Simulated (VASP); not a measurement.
BaErB4, 12 atoms in the cell. Symmetry: P6/mmm, No. 191, hexagonal system. The conventional cell has a = 3.274 Å, b = 3.274 Å, c = 8.689 Å, α = 90.00°, β = 90.00°, γ = 120.00°. Within 4.1 Å of Ba (site symmetry 6/mmm) lie 12 B at 3.13 Å and 6 Ba at 3.27 Å. Within 3.5 Å of Er (site symmetry 6/mmm) lie 12 B at 2.65 Å and 6 Er at 3.27 Å. Within 2.5 Å of B (site symmetry 3m) lie 3 B at 1.89 Å. 

```yaml
Program: VASP 6.6.1
Task: single point
Functional: PBE
Potentials_or_basis: VASP PAW PBE potentials, release 64 (Ba_sv, Er_3, B), 4f in core
Cutoff: 500 eV
k_mesh: 6 × 4 × 4
Occupations: gaussian, width 0.2 eV
Spin: no spin polarisation
Dipole_correction: no
Further_INCAR_settings: ALGO = Normal; EDIFF = 1e-06; NBANDS = 43
```

Potentials or basis: VASP PAW PBE potentials, release 64 (Ba_sv, Er_3, B), 4f in core.

Command:

```bash
$ cat potpaw_PBE.64/Ba_sv/POTCAR potpaw_PBE.64/Er_3/POTCAR potpaw_PBE.64/B/POTCAR > POTCAR
$ mpirun -np 1 vasp_std > vasp.out
```

Hardware: 1 thread of Intel(R) Xeon(R) Platinum 8259CL CPU @ 2.50GHz (Skylake/Cascade Lake), on a shared host.

Question: How long does it take, and how much memory?

Answer: Run time: 4.1 min on 1 thread of Intel(R) Xeon(R) Platinum 8259CL CPU @ 2.50GHz (Skylake/Cascade Lake), on a shared host, peak memory 0.37 GiB. Counts: scf iterations 15, k points 36.
